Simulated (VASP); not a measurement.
Here is a VASP 6.6.1 calculation.

INCAR

```
SYSTEM = Zn
  PREC = Accurate
  ENCUT = 500
  EDIFF = 1E-6
  ISMEAR = 0
  SIGMA = 0.1
  LREAL = .FALSE.
  LASPH = .TRUE.
  NELM = 120
  ALGO = Normal
  ISIF = 2
  LWAVE = .FALSE.
  LCHARG = .FALSE.
  GGA = PE
  NBANDS = 19
  GGA_COMPAT = .FALSE.
```

File KPOINTS:

```
Automatic mesh
0
G
  6 6 4
  0 0 0
```

POSCAR

```
Zn
1.0
    2.6647980532      0.0000000000      0.0000000000
   -1.3323990266      2.3077828100      0.0000000000
    0.0000000000      0.0000000000      4.9467000000
Zn
2
Direct
    0.3333333333      0.6666666667      0.2500000000
    0.6666666667      0.3333333333      0.7500000000
```

Potentials or basis: VASP PAW PBE potentials, release 64 (Zn).

The run is started by

```sh
$ cat potpaw_PBE.64/Zn/POTCAR > POTCAR
$ mpirun -np 1 vasp_std > vasp.out
```

Problem. Estimate the band gap on the k mesh.

Solution. Zero (band 12 reaches 4.06 eV, above the bottom of band 13 at 0.08 eV).

Problem. Predict the pressure.

Solution. 1.5 GPa.

Stress tensor (GPa, compression positive):
```
0.74 0.00 0.00
0.00 0.74 0.00
0.00 0.00 2.89
```

Caveat: the k points lie up to 0.45 Å⁻¹ apart.
